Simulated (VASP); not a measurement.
Write the native input for VASP 6.6.1 that does the following.

```yaml
Task: single point
Functional: PBEsol-based screened hybrid with 25 % exact exchange
Potentials_or_basis: VASP PAW PBE potentials, release 64 (Ga_d, As)
Cutoff: 520 eV
k_mesh: 5 × 5 × 5
Occupations: fermi-dirac, width 0.05 eV
Spin: no spin polarisation
Dipole_correction: no
Grid_for_exact_exchange_PRECFOCK: Normal
Share_of_exact_exchange: 0.25
Further_INCAR_settings: ALGO = Normal; EDIFF = 1e-06; NBANDS = 16
Screening_parameter: 0.207 1/Å
```

Crystal: GaAs.

```
Ga As
1.0
     0.00000    2.63851    2.63851
     2.63851    0.00000    2.63851
     2.63851    2.63851    0.00000
Ga As
1 1
Cartesian
  0.0000 0.0000 0.0000
  2.6385 2.6385 2.6385
```

One way to write it, as run:

POSCAR

```
GaAs
1.0
    0.0000000000      2.6385076719      2.6385076719
    2.6385076719      0.0000000000      2.6385076719
    2.6385076719      2.6385076719      0.0000000000
Ga As
1 1
Direct
    0.0000000000      0.0000000000      0.0000000000
    0.5000000000      0.5000000000      0.5000000000
```

INCAR.step1

```
SYSTEM = GaAs
PREC = Accurate
ENCUT = 520
EDIFF = 1E-5
ISMEAR = -1
SIGMA = 0.05
LREAL = .False.
LASPH = .True.
NELM = 80
ALGO = Normal
ISIF = 2
LWAVE = .True.
LCHARG = .False.
NBANDS = 16
GGA = PE
```

INCAR.step2

```
SYSTEM = GaAs
PREC = Accurate
ENCUT = 520
EDIFF = 1E-6
ISMEAR = -1
SIGMA = 0.05
LREAL = .False.
LASPH = .True.
NELM = 80
ALGO = Normal
ISIF = 2
LWAVE = .False.
LCHARG = .False.
GGA = PS
LHFCALC = .True.
AEXX = 0.25
HFSCREEN = 0.207
PRECFOCK = Normal
NBANDS = 16
ISTART = 1
```

KPOINTS

```
regular mesh
0
Gamma
  5 5 5
  0 0 0
```

Potentials or basis: VASP PAW PBE potentials, release 64 (Ga_d, As).

The run is started by

```sh
$ cat potpaw_PBE.64/Ga_d/POTCAR potpaw_PBE.64/As/POTCAR > POTCAR
$ cp INCAR.step1 INCAR
$ mpirun -np 1 vasp_std > vasp.out
$ cp INCAR.step2 INCAR
$ mpirun -np 1 vasp_std > vasp.out
```

It gave:

| Item | Value |
| --- | --- |
| Pressure | 0.0 GPa |
| Band gap on the k mesh | zero (bands 9 and 10 overlap by 3.47 eV) |

Caveat: the k points lie up to 0.41 Å⁻¹ apart, too coarse for converged energies and pressures of a metal; the PAW data sets were made with another functional, which shifts forces and pressure a little.

Wall time 10 min on 1 thread of Intel(R) Xeon(R) 6975P-C (Granite Rapids) (shared host), peak memory 0.28 GiB.
